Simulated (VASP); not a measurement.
# Si (a cell with a defect) in VASP: notebook

Si (a cell with a defect) is run at these levels: PBE; tasks: single point, relaxation of the atoms.

Everything below comes from runs of VASP 6.6.1. Logs are shortened: lines on timing, memory, paths and dates and some standing lists are left out, and cuts for length are marked.

**1. The cell of the first run**

The cell holds a defect, 17 atoms: a = 7.679 Å, b = 7.679 Å, c = 7.679 Å, α = 60.00°, β = 60.00°, γ = 60.00°.

**2. Single point, PBE**

Input file INCAR:

```
SYSTEM = Si
ALGO = Normal
EDIFF = 1E-6
ENCUT = 520
GGA = PE
ISIF = 2
ISMEAR = 0
LASPH = .TRUE.
LCHARG = .FALSE.
LREAL = Auto
LWAVE = .FALSE.
NBANDS = 48
NELM = 60
PREC = Accurate
SIGMA = 0.02
```

Input file KPOINTS:

```
k-points
0
G
  2 2 2
  0 0 0
```

Input file POSCAR:

```
Si
1.0
    0.0000000000      5.4300000000      5.4300000000
    5.4300000000      0.0000000000      5.4300000000
    5.4300000000      5.4300000000      0.0000000000
Si
17
Direct
   -0.0011616371      0.0007829080      0.0000592263
    0.1279519066      0.1227325387      0.1212606283
    0.0016022187     -0.0047872989      0.5014486017
    0.1279802218      0.1225828038      0.6278549631
    0.0020275393      0.5028762428     -0.0071133453
    0.1281022040      0.6284800923      0.1214785812
    0.0020371365      0.5027750310      0.5018546947
    0.1244639017      0.6265440849      0.6242781387
    0.5002110501      0.0008284764      0.0000681174
    0.6249850967      0.1250712179      0.1249042513
    0.5001882386      0.0007483829      0.4987570034
    0.6214322878      0.1226680600      0.6278353283
    0.5003695461      0.4989052523      0.0001920603
    0.6216989658      0.6285486286      0.1214693542
    0.4930776033      0.5028406009      0.5018590766
    0.6217110265      0.6284321151      0.6279152133
    0.8744599937      0.3765539634      0.3742786064
```

Potentials or basis: VASP PAW PBE potentials, release 64 (Si).

Run with:

```bash
cat potpaw_PBE.64/Si/POTCAR > POTCAR
mpirun -np 1 vasp_std > vasp.out
```

OUTCAR:

```text
SYSTEM = Si
   EDIFF = 1E-6
   ENCUT = 520
   GGA = PE
   ISIF = 2
   ISMEAR = 0
   LASPH = .TRUE.
   LREAL = Auto
   NELM = 60
   PREC = Accurate

 ion  position               nearest neighbor table
   1  0.999  0.001  0.000-   4 2.33   2 2.33   6 2.33  10 2.34
   2  0.128  0.123  0.121-   9 2.33   1 2.33   5 2.38   3 2.38  17 2.75
   3  0.002  0.995  0.501-   8 2.31   4 2.38  12 2.38   2 2.38  17 2.39
   4  0.128  0.123  0.628-   1 2.33  11 2.33   3 2.38   7 2.38  17 2.75
   5  0.002  0.503  0.993-   8 2.31   2 2.38   6 2.38  14 2.38  17 2.39
   6  0.128  0.628  0.121-  13 2.33   1 2.33   5 2.38   7 2.38  17 2.75
   7  0.002  0.503  0.502-   8 2.31   4 2.38  16 2.38   6 2.38  17 2.39
   8  0.124  0.627  0.624-   5 2.31  15 2.31   7 2.31   3 2.31
   9  0.500  0.001  0.000-  12 2.33   2 2.33  14 2.33  10 2.34
  10  0.625  0.125  0.125-  13 2.34  11 2.34   9 2.34   1 2.34
  11  0.500  0.001  0.499-   4 2.33  12 2.33  16 2.33  10 2.34
  12  0.621  0.123  0.628-   9 2.33  11 2.33   3 2.38  15 2.38  17 2.75
  13  0.500  0.499  0.000-  14 2.33   6 2.33  16 2.33  10 2.34
  14  0.622  0.629  0.121-  13 2.33   9 2.33   5 2.38  15 2.39  17 2.75
  15  0.493  0.503  0.502-   8 2.31  12 2.38  16 2.38  14 2.39  17 2.39
  16  0.622  0.628  0.628-  13 2.33  11 2.33  15 2.38   7 2.38  17 2.74
  17  0.874  0.377  0.374-   3 2.39   7 2.39  15 2.39   5 2.39  16 2.74   6 2.75  14 2.75   2 2.75
                            12 2.75   4 2.75

  LATTYP: Found a face centered cubic cell.
 ALAT       =    10.8600000000

  Lattice vectors:

 A1 = (   0.0000000000,   5.4300000000,   5.4300000000)
 A2 = (   5.4300000000,   0.0000000000,   5.4300000000)
 A3 = (   5.4300000000,   5.4300000000,   0.0000000000)

Analysis of symmetry for initial positions (statically):
=====================================================================
 Subroutine PRICEL returns:
 Original cell was already a primitive cell.

 Routine SETGRP: Setting up the symmetry group for a
 face centered cubic supercell.

 Subroutine GETGRP returns: Found  1 space group operations
 (whereof  1 operations were pure point group operations)
 out of a pool of 48 trial point group operations.

The static configuration has the point symmetry C_1 .

Analysis of symmetry for dynamics (positions and initial velocities):
=====================================================================
 Subroutine PRICEL returns:
 Original cell was already a primitive cell.

 Routine SETGRP: Setting up the symmetry group for a
 face centered cubic supercell.

 Subroutine GETGRP returns: Found  1 space group operations
 (whereof  1 operations were pure point group operations)
[... 124 lines left out ...]
   TEBEG  =    0.0;   TEEND  =   0.0 temperature during run
   PSTRESS=    0.0 pullay stress
   NELECT =      68.0000    total number of electrons
   NUPDOWN=      -1.0000    fix difference up-down
   EMIN   =  10.00;   EMAX   =-10.00  energy-range for DOS
   EFERMI =   0.00;   METHOD = LEGACY
   ISMEAR =     0;   SIGMA  =   0.02  broadening in eV -4-tet -1-fermi 0-gaus
   EFERMI_NEDOS =   21; number of points for ismear=-14 and -15
   IALGO  =     38    algorithm
   IMIX   =      4    mixing-type and parameters
     AMIX     =   0.40;   BMIX     =  1.00
     AMIX_MAG =   1.60;   BMIX_MAG =  1.00
  volume/ion in A,a.u.               =      18.84       127.11
  Fermi-wavevector in a.u.,A,eV,Ry     =   0.976715  1.845724 12.979587  0.953973
  Thomas-Fermi vector in A             =   2.107356
   LORBIT       =      0    0 simple, 1 ext, 2 COOP (PROOUT), +10 PAW based schemes
   GGA     = PE    functional components
   LHFCALC =     F    Hartree Fock is set to
   AEXX    =    0.0000 exact exchange contribution
   IVDW    =     0    specifies the selected vdW correction
   LEPSILON=     F    determine dielectric tensor
   LRPA    =     F    only Hartree local field effects (RPA)
 non-spin polarized calculation
 Gauss-broadening in eV      SIGMA  =   0.02
  energy-cutoff  :      520.00
  volume of cell :      320.21
 maximum number of plane-waves:      8646
 NGX is ok and might be reduce to    60
   NGX = 29   NGY = 29   NGZ = 29

 number of electron      68.0000001 magnetization

 Free energy of the ion-electron system (eV)
  ---------------------------------------------------
  ext. energy  EPLUGINS =         0.00000000
  ---------------------------------------------------
  free energy    TOTEN  =       -87.98997590 eV

  energy without entropy =      -87.98611938  energy(sigma->0) =      -87.98804764

 E-fermi :   6.9198     XC(G=0):  -9.6743

 val. band max:        6.6777614870   @ k =   0.0000   0.0000   0.0000
 cond. band min:       6.9258031410   @ k =   0.5000   0.0000   0.5000
 fundamental gap:      0.2480416541
 Fermi energy:         6.9197836570

 k-point     1 :       0.0000    0.0000    0.0000
  band No.  band energies     occupation
      1      -6.3171      2.00000
      2      -3.7726      2.00000
      3      -3.6285      2.00000
      4      -3.6275      2.00000
      5      -3.6260      2.00000
      6      -2.8053      2.00000
[... 381 lines left out ...]
     45      10.1225      0.00000
     46      10.1271      0.00000
 [bands above 46 left out]

------------------------ aborting loop because EDIFF is reached ----------------------------------------

  FORCE on cell =-STRESS in cart. coord.  units (eV):
  Direction    XX          YY          ZZ          XY          YZ          ZX
  --------------------------------------------------------------------------------------
  -------------------------------------------------------------------------------------
  Total       10.6897834     10.6836278     10.6867720     -0.0031911      0.0037730      0.0082900
  in kB       53.4872172     53.4564172     53.4721494     -0.0159668      0.0188785      0.0414797
  external PRESSURE =      53.4719279 kB  Pullay stress =       0.0000000 kB

 VOLUME and BASIS-vectors are now :
 -----------------------------------------------------------------------------
  energy-cutoff  :      520.00
  volume of cell :      320.21
      direct lattice vectors                 reciprocal lattice vectors
     0.000000000  5.430000000  5.430000000    -0.092081031  0.092081031  0.092081031
     5.430000000  0.000000000  5.430000000     0.092081031 -0.092081031  0.092081031
     5.430000000  5.430000000  0.000000000     0.092081031  0.092081031 -0.092081031

 POSITION                                       TOTAL-FORCE (eV/Angst)
 -----------------------------------------------------------------------------------
      0.00457      5.42401      5.42794         0.014490     -0.012156     -0.015837
      1.32488      1.35322      1.36122         0.021654      0.003349     -0.003867
      8.12687      2.73157      5.41271        -0.009201      0.009282     -0.009329
      4.07488      4.10419      1.36056        -0.001480     -0.028145     -0.000805
      8.12199      5.40238      2.74163         0.001677     -0.002578     -0.000423
      4.07228      1.35522      4.10824         0.005188      0.001170     -0.017191
[... 9 lines left out ...]
      6.82197      6.78547      6.78828        -0.014791     -0.000852      0.003585
      4.07702      6.78065      6.79301        -0.001042      0.001977     -0.001623
 -----------------------------------------------------------------------------------
    total drift:                               -0.003919      0.009744     -0.005454

  FREE ENERGIE OF THE ION-ELECTRON SYSTEM (eV)
  ---------------------------------------------------
  free  energy   TOTEN  =       -87.9899759045 eV

  energy  without entropy=      -87.9861193761  energy(sigma->0) =      -87.98804764
```

OSZICAR:

```text
N       E                     dE             d eps       ncg     rms          rms(c)
DAV:   1     0.165035980837E+03    0.16504E+03   -0.26107E+04   768   0.117E+03
DAV:   2    -0.741302314335E+02   -0.23917E+03   -0.22575E+03   920   0.171E+02
DAV:   3    -0.892655648163E+02   -0.15135E+02   -0.14790E+02   992   0.378E+01
DAV:   4    -0.895949498769E+02   -0.32939E+00   -0.32804E+00   952   0.689E+00
DAV:   5    -0.896026448315E+02   -0.76950E-02   -0.76906E-02   960   0.102E+00    0.146E+01
DAV:   6    -0.884487888734E+02    0.11539E+01   -0.85789E-01   896   0.277E+00    0.889E+00
DAV:   7    -0.879800842686E+02    0.46870E+00   -0.12333E+00   880   0.326E+00    0.812E-01
DAV:   8    -0.879874383444E+02   -0.73541E-02   -0.58999E-02   896   0.873E-01    0.416E-01
DAV:   9    -0.879889609559E+02   -0.15226E-02   -0.57052E-03   880   0.255E-01    0.185E-01
DAV:  10    -0.879897831156E+02   -0.82216E-03   -0.90892E-04   904   0.106E-01    0.815E-02
DAV:  11    -0.879899653881E+02   -0.18227E-03   -0.21396E-04   880   0.539E-02    0.145E-02
DAV:  12    -0.879899737056E+02   -0.83175E-05   -0.11121E-05   960   0.123E-02    0.758E-03
DAV:  13    -0.879899760310E+02   -0.23254E-05   -0.32355E-06   768   0.642E-03    0.181E-03
DAV:  14    -0.879899759045E+02    0.12656E-06   -0.17602E-07   576   0.169E-03
   1 F= -.87989976E+02 E0= -.87988048E+02  d E =-.385653E-02
```

It took 1.9 min on 1 thread of Intel Xeon Platinum 8559C (Emerald Rapids), shared host; peak memory 0.45 GiB.

What came out:

```
Free energy            : -87.9900 eV
Pressure               : 5.3 GPa
Largest force          : 0.028 eV/Å
Band gap on the k mesh : zero (band 34 reaches 6.93 eV, above the bottom of band 35 at 6.68 eV)
```

Forces in eV/Å, atoms in the order of the input:
```
Si   0.014 -0.012 -0.016
Si   0.022  0.003 -0.004
Si  -0.009  0.009 -0.009
Si  -0.001 -0.028 -0.001
Si   0.002 -0.003  0.000
Si   0.005  0.001 -0.017
Si   0.000 -0.001  0.002
Si  -0.001  0.000 -0.001
Si   0.014  0.014  0.013
Si   0.001 -0.002  0.001
Si  -0.017 -0.012  0.014
Si  -0.003  0.002  0.024
Si  -0.012  0.010 -0.011
Si   0.004  0.020  0.001
Si  -0.002 -0.003  0.002
Si  -0.015 -0.001  0.004
Si  -0.001  0.002 -0.002
```

Levels at points of the mesh, in eV from the Fermi level:
```
           k point  band 30  band 31  band 32  band 33  band 34  band 35  band 36  band 37  band 38  band 39
(0.00, 0.00, 0.00)    -1.76    -0.83    -0.83    -0.83    -0.25    -0.24    -0.24     0.08     0.08     0.40
(0.50, 0.00, 0.00)    -1.59    -1.58    -1.44    -1.44    -0.35     0.53     0.53     0.89     0.89     1.28
(0.00, 0.50, 0.00)    -1.59    -1.59    -1.44    -1.44    -0.36     0.53     0.53     0.89     0.89     1.28
(0.00, 0.00, 0.50)    -1.59    -1.58    -1.44    -1.44    -0.35     0.53     0.53     0.89     0.89     1.28
(0.50, 0.50, 0.50)    -1.59    -1.58    -1.44    -1.44    -0.36     0.53     0.53     0.89     0.89     1.28
(0.50, 0.50, 0.00)    -2.03    -2.03    -1.90    -1.00     0.01     0.71     1.01     1.02     1.14     1.89
(0.00, 0.50, 0.50)    -2.03    -2.03    -1.90    -1.00     0.01     0.71     1.01     1.02     1.14     1.89
(0.50, 0.00, 0.50)    -2.03    -2.03    -1.90    -1.00     0.01     0.71     1.01     1.02     1.14     1.89
```

Caveat: the k points lie up to 0.50 Å⁻¹ apart.

(Part 1 of 2 ends here.)
